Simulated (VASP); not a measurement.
Here is a VASP 6.6.1 calculation.

The input POSCAR:

```
GaP
1.0
    0.0000000000      2.7255000000      2.7255000000
    2.7255000000      0.0000000000      2.7255000000
    2.7255000000      2.7255000000      0.0000000000
Ga P
1 1
Direct
    0.0000000000      0.0000000000      0.0000000000
    0.2500000000      0.2500000000      0.2500000000
```

The input INCAR.step1:

```
PREC = Accurate
ENCUT = 500
EDIFF = 1E-8
ISMEAR = 0
SIGMA = 0.01
LREAL = F
LASPH = T
NELM = 80
ALGO = Normal
LWAVE = T
LCHARG = F
GGA = PE
```

The input INCAR.step2:

```
PREC = Accurate
ENCUT = 500
EDIFF = 1E-8
ISMEAR = 0
SIGMA = 0.01
LREAL = F
LASPH = T
NELM = 1
ALGO = Exact
LWAVE = T
LCHARG = F
GGA = PE
NBANDS = 408
LOPTICS = T
ISTART = 1
```

Contents of INCAR.step3:

```
PREC = Accurate
ENCUT = 500
EDIFF = 1E-8
ISMEAR = 0
SIGMA = 0.01
LREAL = F
LASPH = T
ALGO = EVGW0
LWAVE = F
LCHARG = F
GGA = PE
NELMGW = 1
NBANDS = 408
ENCUTGW = 180.0
NOMEGA = 48
PRECFOCK = Fast
ISTART = 1
NBANDSGW = 17
```

File KPOINTS:

```
Automatic mesh
0
Gamma
  2 2 2
```

Potentials or basis: VASP PAW PBE potentials, release 64 (Ga_d_GW, P_GW).

Run with:

```bash
$ cat potpaw_PBE.64/Ga_d_GW/POTCAR potpaw_PBE.64/P_GW/POTCAR > POTCAR
$ cp INCAR.step1 INCAR
$ mpirun -np 1 vasp_std > vasp.out
$ cp INCAR.step2 INCAR
$ mpirun -np 1 vasp_std > vasp.out
$ cp INCAR.step3 INCAR
$ mpirun -np 1 vasp_std > vasp.out
```

Estimate the quasiparticle gap.

1.88 eV.

What does it give for the least direct quasiparticle gap?

2.67 eV.

What does it give for the least direct gap of the starting levels on the mesh?

1.76 eV.

Caveat: the k points lie up to 1.00 Å⁻¹ apart; bands, screening cutoff and mesh are small and nothing is extrapolated, so the quasiparticle values aren't converged.
